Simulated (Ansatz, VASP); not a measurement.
ZrAl2N3 in VASP and in Ansatz

```
Zr Al N
1.0
     3.26613    0.00000    0.00000
    -1.63306    2.82855    0.00000
     0.00000    0.00000   16.03341
Zr Al N
2 4 6
Direct
  0.33333 0.66667 0.00141
  0.66667 0.33333 0.50141
  0.33333 0.66667 0.32604
  0.33333 0.66667 0.67447
  0.66667 0.33333 0.17447
  0.66667 0.33333 0.82604
  0.33333 0.66667 0.14198
  0.33333 0.66667 0.44605
  0.33333 0.66667 0.79505
  0.66667 0.33333 0.29505
  0.66667 0.33333 0.64198
  0.66667 0.33333 0.94605
```

Alike in both runs: functional PBE; k mesh 6 × 6 × 1; occupations gaussian, width 0.1 eV; no spin polarisation.

Ansatz relaxed the structure, and its values are those at the end. VASP's run is a single point on that final structure, the one shown.

```csv
,VASP,Ansatz
version,VASP 6.6.1,Ansatz 0.2.0
potentials or method,"VASP PAW PBE potentials, release 64 (Zr_sv, Al, N), cutoff 520 eV","scalar-relativistic, plane waves, PAW"
valence electrons in the cell,66,66
```

VASP gave:

```
gap on the k mesh at the Fermi level (eV) : none
pressure (GPa)                            : -0.2
rms of the force components (eV/Å)        : 0.014
```

Estimate Ansatz's values.

gap on the k mesh at the Fermi level (eV): none; pressure (GPa): -0.2; rms of the force components (eV/Å): 0.012.

A gap of «none» marks a metal or a gap that the smearing closes. With one functional, cell and mesh, what is left measures potentials, basis and numerics.

The k mesh is coarse, so the values compare programs but aren't converged.
